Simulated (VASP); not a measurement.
# Si (a cell with a defect) in VASP: notebook, part 2 of 2

VASP 6.6.1.

### 3 Single point, PBE

INCAR reads:

```
PREC = Accurate ; ENCUT = 400
EDIFF = 1E-6 ; ISMEAR = 0
SIGMA = 0.05 ; LREAL = Auto
LASPH = True ; NELM = 120
ALGO = Normal ; ISIF = 2
LWAVE = False ; LCHARG = False
GGA = PE ; NBANDS = 163
GGA_COMPAT = False
```

KPOINTS reads:

```
regular mesh
0
Gamma
  1 1 1
```

POSCAR reads:

```
Si
1.0
   10.8600000000      0.0000000000      0.0000000000
    0.0000000000     10.8600000000      0.0000000000
    0.0000000000      0.0000000000     10.8600000000
Si
63
Direct
    0.5049372928      0.0046467772      0.0018279926
    0.6396965930      0.1393785451      0.1202740331
    0.7764639042      0.2761605893     -0.0021077348
    0.9563349908      0.4560026703      0.0202150092
    0.7523444751      0.0043511971      0.2471633517
    0.8779681400      0.1282028545      0.3728119705
   -0.0004792818      0.0006160221      0.0002508287
    0.1225394107      0.1276786372      0.1249187845
    0.2490775322      0.2492479742      0.0000231123
    0.3747641805      0.3746709945      0.1245816759
    0.5009081031      0.4992093002      0.0002534070
    0.6280065378      0.6222162983      0.1248902394
    0.7496092081      0.7487436464      0.0000134438
    0.8749906077      0.8744614180      0.1245810313
    0.2494903315      0.0007308471      0.2511219153
    0.3783058011      0.1258410681      0.3723604052
    0.5046719153      0.2520362799      0.2471505525
    0.6284678637      0.3776343462      0.3728772560
    0.7579486188      0.4983306630      0.2477698895
    0.8741998158      0.6251167587      0.3766844383
    0.5003011050     -0.0000027624      0.4994395948
    0.6254304788      0.1251096685      0.6234606814
    0.7507773481      0.2504405157      0.4987018416
    0.8749520258      0.3746389503      0.6250519337
    0.7480171271      0.0002323204      0.7511249540
    0.8759100368      0.1263623389      0.8738698895
    0.1063713628      0.6060287293      0.1233579190
    0.2415239411      0.7412103131      0.0039161142
    0.3736707182      0.8733776243      0.1245543278
   -0.0014033149      0.2577502762      0.2476614180
    0.1254064457      0.3738699816      0.3767069061
    0.2472738490      0.4988809392      0.2488557090
    0.3731701657      0.6246965930      0.3739320442
    0.5010819521      0.7492000921      0.2510861878
    0.6261587477      0.8779934622      0.3723837017
    0.0007235727     -0.0018554328      0.4999128913
    0.1281385820      0.1220030387      0.6229452118
    0.2529043278      0.2483438306      0.4999174954
    0.3730422652      0.3747444751      0.6285287293
    0.4984093923      0.5004281768      0.4999279926
    0.6223190608      0.6278123389      0.6229390424
    0.7486777164      0.7525862799      0.4999220994
    0.8750297422      0.8727800184      0.6285244936
    0.2498173112     -0.0030645488      0.7519437385
    0.3752133517      0.1235730203      0.8759373849
    0.5005642726      0.2477416206      0.7510859116
    0.6266561694      0.3756095764      0.8738913444
    0.7470949355      0.5017426335      0.7467660221
    0.8718563536      0.6129557090      0.8836639963
   -0.0007732044      0.7469597606      0.2488188766
    0.1249883057      0.8728372007      0.3739788214
    0.0005452118      0.5002333333      0.5014028545
    0.1243658379      0.6240455801      0.6280791897
    0.2492189687      0.7488797422      0.5013878453
    0.3747946593      0.8744780847      0.6247293738
    0.0020710866      0.2467886740      0.7467550645
    0.1132552486      0.3715067219      0.8837219153
    0.2435523020      0.4979594843      0.7574469613
    0.3719965009      0.6234516575      0.8779381215
    0.4972652855      0.7494950276      0.7519374770
    0.6238612339      0.8748772560      0.8759869245
   -0.0017057090      0.7432910681      0.7574069982
    0.1237674033      0.8716977901      0.8779566298
```

Potentials or basis: VASP PAW PBE potentials, release 64 (Si).

On the command line:

```sh
cat potpaw_PBE.64/Si/POTCAR > POTCAR
mpirun -np 1 vasp_gam > vasp.out
```

OUTCAR:

```text
PREC = Accurate
   ENCUT = 400
   EDIFF = 1E-6
   ISMEAR = 0
   LREAL = Auto
   LASPH = True
   NELM = 120
   ISIF = 2
   GGA = PE

 ion  position               nearest neighbor table
   1  0.505  0.005  0.002-  61 2.35  45 2.35  29 2.42   2 2.44
   2  0.640  0.139  0.120-  17 2.35   5 2.35   1 2.44   3 2.49
   3  0.776  0.276  0.998-  47 2.37  26 2.37   2 2.49   4 2.77
   4  0.956  0.456  0.020-  57 2.44  49 2.44  27 2.56   3 2.77
   5  0.752  0.004  0.247-   6 2.35  14 2.35   2 2.35  35 2.37
   6  0.878  0.128  0.373-   5 2.35  23 2.35  30 2.35  36 2.38
[... 10 lines left out ...]
  17  0.505  0.252  0.247-  18 2.35  10 2.35   2 2.35  16 2.37
  18  0.628  0.378  0.373-  17 2.35  23 2.35  19 2.35  40 2.38
  19  0.758  0.498  0.248-  20 2.33  18 2.35  12 2.36
  20  0.874  0.625  0.377-  19 2.33  50 2.35  52 2.36  42 2.36
  21  0.500  1.000  0.499-  22 2.35  35 2.35  16 2.35  55 2.36
  22  0.625  0.125  0.623-  21 2.35  46 2.35  25 2.35  23 2.35
  23  0.751  0.250  0.499-  24 2.35   6 2.35  18 2.35  22 2.35
  24  0.875  0.375  0.625-  23 2.35  52 2.35  56 2.36  48 2.36
  25  0.748  0.000  0.751-  61 2.35  22 2.35  26 2.36  43 2.36
  26  0.876  0.126  0.874-  56 2.34   7 2.36  25 2.36   3 2.37
  27  0.106  0.606  0.123-  50 2.36  32 2.36  28 2.45   4 2.56
  28  0.242  0.741  0.004-  63 2.35  59 2.35  29 2.42  27 2.45
  29  0.374  0.873  0.125-  15 2.37  34 2.37  28 2.42   1 2.42
  30  0.999  0.258  0.248-  31 2.33   6 2.35   8 2.36
  31  0.125  0.374  0.377-  30 2.33  32 2.35  52 2.36  38 2.36
  32  0.247  0.499  0.249-  31 2.35  27 2.36  10 2.36  33 2.36
  33  0.373  0.625  0.374-  34 2.35  40 2.35  54 2.36  32 2.36
  34  0.501  0.749  0.251-  35 2.35  33 2.35  29 2.37  12 2.38
  35  0.626  0.878  0.372-  21 2.35  34 2.35  42 2.35   5 2.37
  36  0.001  0.998  0.500-  37 2.35  51 2.35  43 2.38   6 2.38
[... 25 lines left out ...]
  62  0.998  0.743  0.757-  63 2.35  53 2.35  43 2.39  49 2.40
  63  0.124  0.872  0.878-  28 2.35  62 2.35   7 2.35  44 2.37

  LATTYP: Found a simple cubic cell.
 ALAT       =    10.8600000000

  Lattice vectors:

 A1 = (  10.8600000000,   0.0000000000,   0.0000000000)
 A2 = (   0.0000000000,  10.8600000000,   0.0000000000)
 A3 = (   0.0000000000,   0.0000000000,  10.8600000000)

Analysis of symmetry for initial positions (statically):
=====================================================================
 Subroutine PRICEL returns:
 Original cell was already a primitive cell.

 Routine SETGRP: Setting up the symmetry group for a
 simple cubic supercell.

 Subroutine GETGRP returns: Found  1 space group operations
 (whereof  1 operations were pure point group operations)
 out of a pool of 48 trial point group operations.

The static configuration has the point symmetry C_1 .

Analysis of symmetry for dynamics (positions and initial velocities):
=====================================================================
 Subroutine PRICEL returns:
 Original cell was already a primitive cell.

 Routine SETGRP: Setting up the symmetry group for a
 simple cubic supercell.

 Subroutine GETGRP returns: Found  1 space group operations
 (whereof  1 operations were pure point group operations)
 out of a pool of 48 trial point group operations.

The dynamic configuration has the point symmetry C_1 .

 Subroutine INISYM returns: Found  1 space group operations
 (whereof  1 operations are pure point group operations),
 and found     1 'primitive' translations

----------------------------------------------------------------------------------------

                                     Primitive cell

[... 171 lines left out ...]
   number of dos      NEDOS =    301   number of ions     NIONS =     63
   total plane-waves  NPLWV = 373248
   dimension x,y,z NGX =    72 NGY =   72 NGZ =   72
   dimension x,y,z NGXF=   144 NGYF=  144 NGZF=  144
   ions per type =              63
   NGX,Y,Z   is equivalent  to a cutoff of  11.02, 11.02, 11.02 a.u.
   NGXF,Y,Z  is equivalent  to a cutoff of  22.04, 22.04, 22.04 a.u.
 SYSTEM =  unknown system
   PREC   = accura    normal or accurate (medium, high low for compatibility)
   ISTART =      0    job   : 0-new  1-cont  2-samecut
   ICHARG =      2    charge: 1-file 2-atom 10-const
   ISPIN  =      1    spin polarized calculation?
   LNONCOLLINEAR =      F non collinear calculations
   LSORBIT =      F    spin-orbit coupling
   LASPH  =      T    aspherical Exc in radial PAW
   ENCUT  =  400.0 eV  29.40 Ry    5.42 a.u.  17.71 17.71 17.71*2*pi/ulx,y,z
   NELM   =    120;   NELMIN=  2; NELMDL= -5     # of ELM steps
   EDIFF  = 0.1E-05   stopping-criterion for ELM
   LREAL  =      T    real-space projection
   EDIFFG = 0.1E-04   stopping-criterion for IOM
   NSW    =      0    number of steps for IOM
   IBRION =     -1    ionic relax: 0-MD 1-quasi-New 2-CG
   NFREE  =      0    steps in history (QN), initial steepest desc. (CG)
   ISIF   =      2    stress and relaxation
   ISYM   =      2    0-nonsym 1-usesym 2-fastsym
   POTIM  = 0.5000    time-step for ionic-motion
   TEBEG  =    0.0;   TEEND  =   0.0 temperature during run
   PSTRESS=    0.0 pullay stress
   NELECT =     252.0000    total number of electrons
   NUPDOWN=      -1.0000    fix difference up-down
   EMIN   =  10.00;   EMAX   =-10.00  energy-range for DOS
   EFERMI =   0.00;   METHOD = LEGACY
   ISMEAR =     0;   SIGMA  =   0.05  broadening in eV -4-tet -1-fermi 0-gaus
   EFERMI_NEDOS =   21; number of points for ismear=-14 and -15
   IALGO  =     38    algorithm
   IMIX   =      4    mixing-type and parameters
     AMIX     =   0.40;   BMIX     =  1.00
     AMIX_MAG =   1.60;   BMIX_MAG =  1.00
  volume/ion in A,a.u.               =      20.33       137.20
  Fermi-wavevector in a.u.,A,eV,Ry     =   0.952164  1.799329 12.335269  0.906617
  Thomas-Fermi vector in A             =   2.080702
   LORBIT       =      0    0 simple, 1 ext, 2 COOP (PROOUT), +10 PAW based schemes
   GGA     = PE    functional components
   LHFCALC =     F    Hartree Fock is set to
   AEXX    =    0.0000 exact exchange contribution
   IVDW    =     0    specifies the selected vdW correction
   LEPSILON=     F    determine dielectric tensor
   LRPA    =     F    only Hartree local field effects (RPA)
 non-spin polarized calculation
 Gauss-broadening in eV      SIGMA  =   0.05
  energy-cutoff  :      400.00
  volume of cell :     1280.82
 maximum number of plane-waves:     11564
 NGX is ok and might be reduce to    70
   NGX = 35   NGY = 35   NGZ = 35

 number of electron     251.9999990 magnetization

 Free energy of the ion-electron system (eV)
  ---------------------------------------------------
  ext. energy  EPLUGINS =         0.00000000
  ---------------------------------------------------
  free energy    TOTEN  =      -331.93501728 eV

  energy without entropy =     -331.92846527  energy(sigma->0) =     -331.93174128

 E-fermi :   6.1726     XC(G=0):  -9.3428

 val. band max:        6.0992159972   @ k =   0.0000   0.0000   0.0000
 cond. band min:       6.2459482776   @ k =   0.0000   0.0000   0.0000
 fundamental gap:      0.1467322804
 Fermi energy:         6.1725821176

 k-point     1 :       0.0000    0.0000    0.0000
  band No.  band energies     occupation
      1      -6.1697      2.00000
      2      -5.1282      2.00000
      3      -5.1230      2.00000
      4      -5.1054      2.00000
      5      -5.0951      2.00000
      6      -5.0764      2.00000
[... 130 lines left out ...]
    137       6.9130      0.00000
    138       6.9335      0.00000
 [bands above 138 left out]

------------------------ aborting loop because EDIFF is reached ----------------------------------------

  FORCE on cell =-STRESS in cart. coord.  units (eV):
  Direction    XX          YY          ZZ          XY          YZ          ZX
  --------------------------------------------------------------------------------------
  -------------------------------------------------------------------------------------
  Total        6.3610724      6.3509916     17.3338665     -4.8749218      2.4178370      2.3954220
  in kB        7.9570383      7.9444282     21.6828594     -6.0980188      3.0244620      2.9964231
  external PRESSURE =      12.5281086 kB  Pullay stress =       0.0000000 kB

 VOLUME and BASIS-vectors are now :
 -----------------------------------------------------------------------------
  energy-cutoff  :      400.00
  volume of cell :     1280.82
      direct lattice vectors                 reciprocal lattice vectors
    10.860000000  0.000000000  0.000000000     0.092081031  0.000000000  0.000000000
     0.000000000 10.860000000  0.000000000     0.000000000  0.092081031  0.000000000
     0.000000000  0.000000000 10.860000000     0.000000000  0.000000000  0.092081031

 POSITION                                       TOTAL-FORCE (eV/Angst)
 -----------------------------------------------------------------------------------
      5.48362      0.05046      0.01985         0.013818      0.013914      0.009424
      6.94710      1.51365      1.30618         0.033148      0.033293      0.004554
      8.43240      2.99910     10.83711         0.056220      0.055926     -0.004803
     10.38580      4.95219      0.21953         0.129524      0.131198     -0.289434
      8.17046      0.04725      2.68419        -0.000278      0.001796     -0.001628
      9.53473      1.39228      4.04874        -0.016566     -0.044785      0.055188
[... 55 lines left out ...]
     10.84148      8.07214      8.22544         0.018019      0.017867     -0.010458
      1.34411      9.46664      9.53461         0.006636      0.006571      0.007419
 -----------------------------------------------------------------------------------
    total drift:                                0.002807     -0.001240     -0.004944

  FREE ENERGIE OF THE ION-ELECTRON SYSTEM (eV)
  ---------------------------------------------------
  free  energy   TOTEN  =      -331.9350172817 eV

  energy  without entropy=     -331.9284652701  energy(sigma->0) =     -331.93174128
```

Wall time 5 min (1 thread of Intel Xeon 8259CL, shared host); peak memory 0.71 GiB.

Results:

```yaml
Free_energy: -331.9350 eV
Pressure: 1.3 GPa
Largest_force: 0.343 eV/Å
```

Forces on the atoms (eV/Å):
```
Si   0.014  0.014  0.009
Si   0.033  0.033  0.005
Si   0.056  0.056 -0.005
Si   0.130  0.131 -0.289
Si   0.000  0.002 -0.002
Si  -0.017 -0.045  0.055
Si  -0.006  0.003  0.003
Si  -0.026  0.017  0.000
Si  -0.006  0.003  0.005
Si  -0.003 -0.004  0.000
Si   0.001 -0.004  0.002
Si   0.016 -0.025  0.000
Si   0.002 -0.006  0.005
Si  -0.004 -0.004  0.000
Si  -0.017  0.007 -0.001
Si  -0.002 -0.005 -0.006
Si   0.002 -0.001 -0.001
Si  -0.045 -0.017  0.055
Si  -0.072 -0.023  0.110
Si  -0.003 -0.003  0.015
Si  -0.003 -0.003 -0.001
Si  -0.011 -0.011  0.015
Si  -0.014 -0.013  0.026
Si  -0.003 -0.003  0.002
Si  -0.008  0.003  0.019
Si   0.008  0.011  0.000
Si  -0.010 -0.009 -0.018
Si   0.004  0.004 -0.004
Si   0.006  0.005  0.006
Si  -0.021 -0.073  0.112
Si  -0.003 -0.004  0.014
Si  -0.023 -0.011 -0.012
Si  -0.016 -0.010 -0.011
Si   0.006 -0.017 -0.001
Si  -0.005 -0.002 -0.006
Si   0.002 -0.031  0.017
Si   0.010 -0.015 -0.013
Si   0.010 -0.002  0.002
Si  -0.002 -0.005  0.017
Si  -0.030  0.002  0.017
Si  -0.014  0.010 -0.013
Si  -0.003  0.010  0.002
Si  -0.004 -0.003  0.017
Si   0.005  0.003  0.005
Si  -0.003 -0.001  0.018
Si   0.002 -0.008  0.019
Si   0.011  0.008 -0.001
Si  -0.019  0.010 -0.023
Si  -0.016  0.038 -0.064
Si  -0.012 -0.022 -0.010
Si  -0.010 -0.016 -0.012
Si   0.001  0.002  0.011
Si   0.008  0.008 -0.007
Si   0.002  0.003 -0.011
Si  -0.002 -0.003  0.000
Si   0.009 -0.019 -0.023
Si   0.039 -0.016 -0.066
Si   0.019  0.018 -0.011
Si   0.007  0.006  0.008
Si   0.002  0.006  0.005
Si   0.000 -0.003  0.017
Si   0.018  0.018 -0.010
Si   0.007  0.007  0.007
```

Caveat: the k points lie up to 0.58 Å⁻¹ apart.
